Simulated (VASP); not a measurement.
Set up this calculation in VASP 6.6.1, as the native input.

```yaml
Task: single point
Functional: PBE
Potentials_or_basis: VASP PAW PBE potentials, release 64 (C)
Cutoff: 520 eV
k_mesh: 13 × 13 × 13
Occupations: fermi-dirac, width 0.05 eV
Spin: no spin polarisation
Dipole_correction: no
Further_INCAR_settings: ALGO = Normal; EDIFF = 1e-06; NBANDS = 11
```

The structure of C lies in POSCAR:

```
C
1.0
    0.0000000000      1.8322231366      1.8322231366
    1.8322231366      0.0000000000      1.8322231366
    1.8322231366      1.8322231366      0.0000000000
C
2
Direct
    0.5000000000      0.5000000000      0.5000000000
    0.7500000000      0.7500000000      0.7500000000
```

This cell differs from its parent crystal: volume scaled by 1.08.

The input as run:

INCAR

```
PREC     = Accurate       # precision mode
ENCUT    = 520            # plane-wave cutoff, eV
EDIFF    = 1E-6           # SCF threshold, eV
ISMEAR   = -1             # smearing method
SIGMA    = 0.05           # smearing width, eV
LREAL    = F              # projectors in reciprocal space
LASPH    = T              # aspherical terms in the spheres
NELM     = 80             # most SCF steps
ALGO     = Normal         # electronic algorithm
ISIF     = 2              # what is computed and relaxed
LWAVE    = F              # write WAVECAR
LCHARG   = F              # write CHGCAR
GGA      = PE             # functional
NBANDS   = 11             # bands
```

KPOINTS

```
regular mesh
0
Gamma
  13 13 13
```

Potentials or basis: VASP PAW PBE potentials, release 64 (C).

Launch:

```sh
$ cat potpaw_PBE.64/C/POTCAR > POTCAR
$ mpirun -np 1 vasp_std > vasp.out
```

It gave:

```yaml
Pressure: -28.5 GPa
Band_gap_on_the_k_mesh: 3.97 eV, indirect (least direct gap 5.37 eV)
```

Wall time 9.6 s on 1 thread of Intel(R) Xeon(R) Platinum 8259CL CPU @ 2.50GHz (Skylake/Cascade Lake), on a shared host, peak memory 0.12 GiB.
